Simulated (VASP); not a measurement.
# Li8H7 (a cell with a defect) in VASP: a series of runs

The runs below take Li8H7 (a cell with a defect) through single point, relaxation of the atoms, with PBE.

All numbers are computed with VASP 6.6.1; they aren't measurements. Logs are shortened: lines on timing, memory, paths and dates and some standing lists are left out, and cuts for length are marked.

## 1. The cell of the first run

The cell holds a defect, 15 atoms: a = 5.667 Å, b = 5.667 Å, c = 5.667 Å, α = 60.00°, β = 60.00°, γ = 60.00°.

## 2. Single point, PBE (atoms taken out, then relaxed in part)

Input file INCAR:

```
  PREC = Accurate
  ENCUT = 520
  EDIFF = 1E-6
  ISMEAR = 0
  SIGMA = 0.01
  LREAL = Auto
  LASPH = T
  NELM = 80
  ALGO = Normal
  ISIF = 2
  LWAVE = F
  LCHARG = F
  GGA = PE
  NELECT = 32.0
  NBANDS = 28
```

Input file KPOINTS:

```
regular mesh
0
Gamma
  2 2 2
```

Input file POSCAR:

```
Li8H7
1.0
    0.0000000000      4.0071000518     -4.0071000518
    4.0071000518      4.0071000518      0.0000000000
    4.0071000518      0.0000000000     -4.0071000518
Li H
8 7
Direct
    0.4970094763      0.5029905237      0.0029905237
    0.4970094763     -0.0029905237      0.0029905237
    1.0000000000      0.5000000000      0.0000000000
    1.0029905237     -0.0029905237      0.0029905237
    0.4970094763      0.5029905237      0.4970094763
    0.5000000000      0.0000000000      0.5000000000
    1.0029905237      0.5029905237      0.4970094763
    1.0029905237     -0.0029905237      0.4970094763
    0.2500000000      0.2500000000      0.2500000000
    0.7500000000      0.7500000000      0.2500000000
    0.7500000000      0.2500000000      0.2500000000
    0.2500000000      0.7500000000      0.7500000000
    0.2500000000      0.2500000000      0.7500000000
    0.7500000000      0.7500000000      0.7500000000
    0.7500000000      0.2500000000      0.7500000000
```

Potentials or basis: VASP PAW PBE potentials, release 64 (Li_sv, H).

The run is started by

```console
> cat potpaw_PBE.64/Li_sv/POTCAR potpaw_PBE.64/H/POTCAR > POTCAR
> mpirun -np 1 vasp_std > vasp.out
```

OUTCAR:

```text
PREC = Accurate
   ENCUT = 520
   EDIFF = 1E-6
   ISMEAR = 0
   LREAL = Auto
   LASPH = T
   NELM = 80
   ISIF = 2
   GGA = PE
   NELECT = 32.0

 ion  position               nearest neighbor table
   1  0.497  0.503  0.003-
   2  0.497  0.997  0.003-
   3  0.000  0.500  0.000-
   4  0.003  0.997  0.003-
   5  0.497  0.503  0.497-
   6  0.500  0.000  0.500-
   7  0.003  0.503  0.497-
   8  0.003  0.997  0.497-
   9  0.250  0.250  0.250-
  10  0.750  0.750  0.250-
  11  0.750  0.250  0.250-
  12  0.250  0.750  0.750-
  13  0.250  0.250  0.750-
  14  0.750  0.750  0.750-
  15  0.750  0.250  0.750-

  LATTYP: Found a face centered cubic cell.
 ALAT       =     8.0142001036

  Lattice vectors:

 A1 = (   0.0000000000,   4.0071000518,  -4.0071000518)
 A2 = (   4.0071000518,   4.0071000518,   0.0000000000)
 A3 = (   4.0071000518,   0.0000000000,  -4.0071000518)

Analysis of symmetry for initial positions (statically):
=====================================================================
 Subroutine PRICEL returns:
 Original cell was already a primitive cell.

 Routine SETGRP: Setting up the symmetry group for a
 face centered cubic supercell.

 Subroutine GETGRP returns: Found 48 space group operations
 (whereof  8 operations were pure point group operations)
 out of a pool of 48 trial point group operations.

The static configuration has the point symmetry C_4v.
 The point group associated with its full space group is O_h .

Analysis of symmetry for dynamics (positions and initial velocities):
=====================================================================
 Subroutine PRICEL returns:
 Original cell was already a primitive cell.

 Routine SETGRP: Setting up the symmetry group for a
 face centered cubic supercell.

 Subroutine GETGRP returns: Found 48 space group operations
 (whereof  8 operations were pure point group operations)
 out of a pool of 48 trial point group operations.

The dynamic configuration has the point symmetry C_4v.
 The point group associated with its full space group is O_h .

 Subroutine INISYM returns: Found 48 space group operations
 (whereof  8 operations are pure point group operations),
 and found     1 'primitive' translations

----------------------------------------------------------------------------------------

                                     Primitive cell

  volume of cell :     128.6828

  direct lattice vectors                    reciprocal lattice vectors
     0.000000000  4.007100052 -4.007100052    -0.124778517  0.124778517 -0.124778517
     4.007100052  4.007100052  0.000000000     0.124778517  0.124778517  0.124778517
     4.007100052  0.000000000 -4.007100052     0.124778517 -0.124778517 -0.124778517

  length of vectors
     5.666895239  5.666895239  5.666895239     0.216122730  0.216122730  0.216122730

  position of ions in fractional coordinates (direct lattice)
     0.497009476  0.502990524  0.002990524
     0.497009476  0.997009476  0.002990524
     0.000000000  0.500000000  0.000000000
     0.002990524  0.997009476  0.002990524
     0.497009476  0.502990524  0.497009476
     0.500000000  0.000000000  0.500000000
     0.002990524  0.502990524  0.497009476
     0.002990524  0.997009476  0.497009476
     0.250000000  0.250000000  0.250000000
     0.750000000  0.750000000  0.250000000
     0.750000000  0.250000000  0.250000000
     0.250000000  0.750000000  0.750000000
     0.250000000  0.250000000  0.750000000
     0.750000000  0.750000000  0.750000000
     0.750000000  0.250000000  0.750000000

  ion indices of the primitive-cell ions
   primitive index   ion index
                 1           1
                 2           2
                 3           3
                 4           4
                 5           5
                 6           6
                 7           7
                 8           8
                 9           9
                10          10
                11          11
                12          12
                13          13
                14          14
                15          15

----------------------------------------------------------------------------------------

 KPOINTS: regular mesh

Automatic generation of k-mesh.
 Grid dimensions read from file:
 generate k-points for:    2    2    2

 Generating k-lattice:

  Cartesian coordinates                     Fractional coordinates (reciprocal lattice)
    -0.062389258  0.062389258 -0.062389258     0.500000000  0.000000000  0.000000000
     0.062389258  0.062389258  0.062389258     0.000000000  0.500000000  0.000000000
     0.062389258 -0.062389258 -0.062389258     0.000000000  0.000000000  0.500000000

  Length of vectors
     0.108061365  0.108061365  0.108061365

  Shift w.r.t. Gamma in fractional coordinates (k-lattice)
     0.000000000  0.000000000  0.000000000

 Subroutine IBZKPT returns following result:
 ===========================================

 Found      3 irreducible k-points:

 Following reciprocal coordinates:
            Coordinates               Weight
  0.000000  0.000000  0.000000      1.000000
  0.500000  0.000000  0.000000      4.000000
  0.500000  0.500000  0.000000      3.000000
   k-points           NKPTS =      3   k-points in BZ     NKDIM =      3   number of bands    NBANDS=     28
   number of dos      NEDOS =    301   number of ions     NIONS =     15
   total plane-waves  NPLWV =  74088
   dimension x,y,z NGX =    42 NGY =   42 NGZ =   42
   dimension x,y,z NGXF=    84 NGYF=   84 NGZF=   84
   ions per type =               8   7
   NGX,Y,Z   is equivalent  to a cutoff of  12.32, 12.32, 12.32 a.u.
   NGXF,Y,Z  is equivalent  to a cutoff of  24.64, 24.64, 24.64 a.u.
 SYSTEM =  unknown system
   PREC   = accura    normal or accurate (medium, high low for compatibility)
   ISTART =      0    job   : 0-new  1-cont  2-samecut
   ICHARG =      2    charge: 1-file 2-atom 10-const
   ISPIN  =      1    spin polarized calculation?
   LNONCOLLINEAR =      F non collinear calculations
   LSORBIT =      F    spin-orbit coupling
   LASPH  =      T    aspherical Exc in radial PAW
   ENCUT  =  520.0 eV  38.22 Ry    6.18 a.u.  10.54 10.54 10.54*2*pi/ulx,y,z
   NELM   =     80;   NELMIN=  2; NELMDL= -5     # of ELM steps
   EDIFF  = 0.1E-05   stopping-criterion for ELM
   LREAL  =      T    real-space projection
   EDIFFG = 0.1E-04   stopping-criterion for IOM
   NSW    =      0    number of steps for IOM
   IBRION =     -1    ionic relax: 0-MD 1-quasi-New 2-CG
   NFREE  =      0    steps in history (QN), initial steepest desc. (CG)
   ISIF   =      2    stress and relaxation
   ISYM   =      2    0-nonsym 1-usesym 2-fastsym
   POTIM  = 0.5000    time-step for ionic-motion
   TEBEG  =    0.0;   TEEND  =   0.0 temperature during run
   PSTRESS=    0.0 pullay stress
   NELECT =      32.0000    total number of electrons
   NUPDOWN=      -1.0000    fix difference up-down
   EMIN   =  10.00;   EMAX   =-10.00  energy-range for DOS
   EFERMI =   0.00;   METHOD = LEGACY
   ISMEAR =     0;   SIGMA  =   0.01  broadening in eV -4-tet -1-fermi 0-gaus
   EFERMI_NEDOS =   21; number of points for ismear=-14 and -15
   IALGO  =     38    algorithm
   IMIX   =      4    mixing-type and parameters
     AMIX     =   0.40;   BMIX     =  1.00
     AMIX_MAG =   1.60;   BMIX_MAG =  1.00
  volume/ion in A,a.u.               =       8.58        57.89
  Fermi-wavevector in a.u.,A,eV,Ry     =   1.029480  1.945435 14.419854  1.059829
  Thomas-Fermi vector in A             =   2.163530
   LORBIT       =      0    0 simple, 1 ext, 2 COOP (PROOUT), +10 PAW based schemes
   GGA     = PE    functional components
   LHFCALC =     F    Hartree Fock is set to
   AEXX    =    0.0000 exact exchange contribution
   IVDW    =     0    specifies the selected vdW correction
   LEPSILON=     F    determine dielectric tensor
   LRPA    =     F    only Hartree local field effects (RPA)
 non-spin polarized calculation
 Gauss-broadening in eV      SIGMA  =   0.01
  energy-cutoff  :      520.00
  volume of cell :      128.68
 maximum number of plane-waves:      3490
   NGX = 21   NGY = 21   NGZ = 21

 number of electron      31.9999978 magnetization

 Free energy of the ion-electron system (eV)
  ---------------------------------------------------
  ext. energy  EPLUGINS =         0.00000000
  ---------------------------------------------------
  free energy    TOTEN  =       -41.46966971 eV

  energy without entropy =      -41.46774143  energy(sigma->0) =      -41.46870557

 E-fermi :   2.8003     XC(G=0):  -8.6168

 val. band max:        2.6840428832   @ k =   0.5000   0.5000   0.0000
 cond. band min:       2.8033280373   @ k =   0.0000   0.0000   0.0000
 fundamental gap:      0.1192851541
 Fermi energy:         2.8002824243

 k-point     1 :       0.0000    0.0000    0.0000
  band No.  band energies     occupation
      1     -44.5841      2.00000
      2     -44.5811      2.00000
      3     -44.2235      2.00000
      4     -44.1940      2.00000
      5     -44.1940      2.00000
      6     -44.1940      2.00000
      7     -44.1799      2.00000
      8     -44.1799      2.00000
      9      -5.4965      2.00000
     10      -2.8535      2.00000
     11      -2.8535      2.00000
     12      -2.8535      2.00000
     13      -1.8531      2.00000
     14      -0.2026      2.00000
     15      -0.2026      2.00000
     16       2.8033      0.66668
     17       2.8033      0.66666
     18       2.8033      0.66666
     19       4.0764      0.00000
     20       4.5899      0.00000
     21       4.8496      0.00000
     22       4.8496      0.00000
     23       4.8496      0.00000
     24      10.6320      0.00000
     25      10.6320      0.00000
     26      10.6320      0.00000
     27      10.8583      0.00000
     28      10.8583      0.00000

 k-point     2 :       0.5000    0.0000    0.0000
  band No.  band energies     occupation
      1     -44.5821      2.00000
      2     -44.5821      2.00000
      3     -44.2106      2.00000
      4     -44.2080      2.00000
      5     -44.1876      2.00000
      6     -44.1876      2.00000
      7     -44.1862      2.00000
      8     -44.1862      2.00000
      9      -4.6500      2.00000
     10      -4.2116      2.00000
     11      -1.9924      2.00000
     12      -1.9604      2.00000
     13      -1.9604      2.00000
     14      -1.9341      2.00000
     15      -1.9341      2.00000
     16       1.9280      2.00000
     17       5.1207      0.00000
     18       5.1207      0.00000
     19       5.1357      0.00000
     20       5.6143      0.00000
     21       5.6143      0.00000
     22       5.8952      0.00000
     23       8.6589      0.00000
     24       8.6589      0.00000
     25       8.7323      0.00000
     26       8.7323      0.00000
     27       8.9977      0.00000
     28       9.1315      0.00000

 k-point     3 :       0.5000    0.5000    0.0000
  band No.  band energies     occupation
      1     -44.5824      2.00000
      2     -44.5815      2.00000
      3     -44.2102      2.00000
      4     -44.1944      2.00000
      5     -44.1944      2.00000
      6     -44.1942      2.00000
      7     -44.1941      2.00000
      8     -44.1795      2.00000
      9      -4.1288      2.00000
     10      -3.9414      2.00000
     11      -2.9020      2.00000
     12      -2.8912      2.00000
     13      -2.8912      2.00000
     14      -1.6801      2.00000
     15      -0.4327      2.00000
     16       2.6840      2.00000
     17       4.9944      0.00000
     18       4.9944      0.00000
     19       5.2174      0.00000
     20       5.2174      0.00000
     21       7.2190      0.00000
     22       7.3417      0.00000
     23       7.3417      0.00000
     24       7.6673      0.00000
     25       8.0177      0.00000
     26       8.3242      0.00000
     27       8.3243      0.00000
     28       8.8522      0.00000

------------------------ aborting loop because EDIFF is reached ----------------------------------------

  FORCE on cell =-STRESS in cart. coord.  units (eV):
  Direction    XX          YY          ZZ          XY          YZ          ZX
  --------------------------------------------------------------------------------------
  -------------------------------------------------------------------------------------
  Total        4.9518149      4.9518149      4.9518149      0.0000000     -0.0000000      0.0000000
  in kB       61.6530310     61.6530310     61.6530310      0.0000000     -0.0000000      0.0000000
  external PRESSURE =      61.6530310 kB  Pullay stress =       0.0000000 kB

 VOLUME and BASIS-vectors are now :
 -----------------------------------------------------------------------------
  energy-cutoff  :      520.00
  volume of cell :      128.68
      direct lattice vectors                 reciprocal lattice vectors
     0.000000000  4.007100052 -4.007100052    -0.124778517  0.124778517 -0.124778517
     4.007100052  4.007100052  0.000000000     0.124778517  0.124778517  0.124778517
     4.007100052  0.000000000 -4.007100052     0.124778517 -0.124778517 -0.124778517

 POSITION                                       TOTAL-FORCE (eV/Angst)
 -----------------------------------------------------------------------------------
      2.02752      4.00710     -2.00355        -0.007476      0.000000     -0.000000
      4.00710      5.98668     -2.00355         0.000000      0.007476     -0.000000
      2.00355      2.00355      0.00000        -0.000000      0.000000      0.000000
      4.00710      4.00710     -0.02397         0.000000      0.000000      0.007476
      4.00710      4.00710     -3.98313         0.000000      0.000000     -0.007476
      2.00355      2.00355     -4.00710         0.000000      0.000000     -0.000000
      4.00710      2.02752     -2.00355         0.000000     -0.007476     -0.000000
      5.98668      4.00710     -2.00355         0.007476      0.000000     -0.000000
      2.00355      2.00355     -2.00355        -0.000000      0.000000      0.000000
      4.00710      6.01065     -4.00710        -0.000000      0.000000     -0.000000
      2.00355      4.00710     -4.00710         0.000000      0.000000      0.000000
      6.01065      4.00710     -4.00710         0.000000      0.000000     -0.000000
      4.00710      2.00355     -4.00710         0.000000      0.000000      0.000000
      6.01065      6.01065     -6.01065        -0.000000      0.000000      0.000000
      4.00710      4.00710     -6.01065        -0.000000      0.000000     -0.000000
 -----------------------------------------------------------------------------------
    total drift:                               -0.000000      0.000000      0.000000

  FREE ENERGIE OF THE ION-ELECTRON SYSTEM (eV)
  ---------------------------------------------------
  free  energy   TOTEN  =       -41.4696697106 eV

  energy  without entropy=      -41.4677414316  energy(sigma->0) =      -41.46870557
```

Run time: 22 s. Hardware: 1 thread of AMD EPYC 7R43 (Zen 3), shared host; peak memory 0.2 GiB.

Results:

```yaml
Free_energy: -41.4697 eV
Largest_force: 0.007 eV/Å
```

Forces in eV/Å, atoms in the order of the input:
```
Li  -0.007  0.000  0.000
Li   0.000  0.007  0.000
Li   0.000  0.000  0.000
Li   0.000  0.000  0.007
Li   0.000  0.000 -0.007
Li   0.000  0.000  0.000
Li   0.000 -0.007  0.000
Li   0.007  0.000  0.000
H    0.000  0.000  0.000
H    0.000  0.000  0.000
H    0.000  0.000  0.000
H    0.000  0.000  0.000
H    0.000  0.000  0.000
H    0.000  0.000  0.000
H    0.000  0.000  0.000
```

Levels at points of the mesh, in eV from the Fermi level:
| k point | band 13 | band 14 | band 15 | band 16 | band 17 | band 18 | band 19 | band 20 |
| --- | --- | --- | --- | --- | --- | --- | --- | --- |
| (0.00, 0.00, 0.00) | -4.65 | -3.00 | -3.00 | 0.00 | 0.00 | 0.00 | 1.28 | 1.79 |
| (0.50, 0.00, 0.00) | -4.76 | -4.73 | -4.73 | -0.87 | 2.32 | 2.32 | 2.34 | 2.81 |
| (0.50, 0.50, 0.00) | -5.69 | -4.48 | -3.23 | -0.12 | 2.19 | 2.19 | 2.42 | 2.42 |

Caveat: the k points lie up to 0.68 Å⁻¹ apart; the cell carries a net charge on a neutralising background, which shifts energy and pressure; the cell differs from its parent crystal (atoms taken out, then relaxed in part); the cell is charged against a uniform background, so pressure and absolute levels hang on convention; the cutoff is under 1.25 times the usual one of these potentials, so pressure, stress and relaxed cells hold a basis-set (Pulay) error.

(Continued in part 2 of 2.)
